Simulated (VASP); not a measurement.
A run of VASP 6.6.1 is set up as follows.

File INCAR:

```
  ALGO = Fast
  EDIFF = 1E-6
  ENCUT = 520
  GGA = PS
  ISIF = 2
  ISMEAR = 0
  LASPH = T
  LCHARG = T
  LELF = T
  LREAL = F
  LVHAR = T
  LWAVE = F
  NBANDS = 20
  NELM = 100
  PREC = Accurate
  SIGMA = 0.1
```

KPOINTS

```
k-points
0
Gamma
  16 16 10
```

File POSCAR:

```
VMo
1.0
    1.5372777900     -2.2240280561      0.0000000000
    1.5372777900      2.2240280561      0.0000000000
    0.0000000000      0.0000000000      4.2290126323
V Mo
1 1
Direct
    0.5000000000      0.5000000000      0.5000000000
    0.0000000000      0.0000000000      0.0000000000
```

Potentials or basis: VASP PAW PBE potentials, release 64 (V_sv, Mo_sv).

The run is started by

```console
$ cat potpaw_PBE.64/V_sv/POTCAR potpaw_PBE.64/Mo_sv/POTCAR > POTCAR
$ mpirun -np 1 vasp_std > vasp.out
```

(1) Predict the pressure.

Results:

(1) -5.3 GPa.

Caveat: the PAW data sets were made with another functional, which shifts forces and pressure a little.
